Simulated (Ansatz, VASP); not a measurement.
**InP: VASP beside Ansatz**

```xyz
2
Lattice="0.0000 2.4909 2.9305 2.4909 0.0000 2.9305 2.4909 2.4909 0.0000" Properties=species:S:1:pos:R:3 pbc="T T T"
In    0.0000    0.0000    0.0000
P     3.7364    3.7364    4.3957
```

Change from the starting cell: strain -0.1500 x Voigt [1, 1, 0, 0, 0, 0], atoms carried along.

Alike in both runs: task single point; functional PBEsol; k mesh 8 × 8 × 8; occupations gaussian, width 0.05 eV; no spin polarisation.

|  | VASP | Ansatz |
| --- | --- | --- |
| version | VASP 6.6.1 | Ansatz 0.2.0 |
| potentials or method | VASP PAW PBE potentials, release 64 (In_d, P), cutoff 520 eV | scalar-relativistic, plane waves, PAW |
| valence electrons in the cell | 18 | 18 |

VASP gave:

| Property | Result |
| --- | --- |
| gap on the k mesh at the Fermi level (eV) | 0.15 |
| least direct gap on the mesh (eV) | 1.72 |
| pressure (GPa) | 44.7 |
| traceless stress, the component that is largest in VASP (GPa) | -3.00 |

Question: Which values does Ansatz return?

Answer: gap on the k mesh at the Fermi level (eV): 0.15; least direct gap on the mesh (eV): 1.72; pressure (GPa): 45.0; traceless stress, the component that is largest in VASP (GPa): -2.96.

VASP's potentials were made for PBE, not for PBEsol. Both programs put the cell under a high pressure, so it lies far from rest at this level.
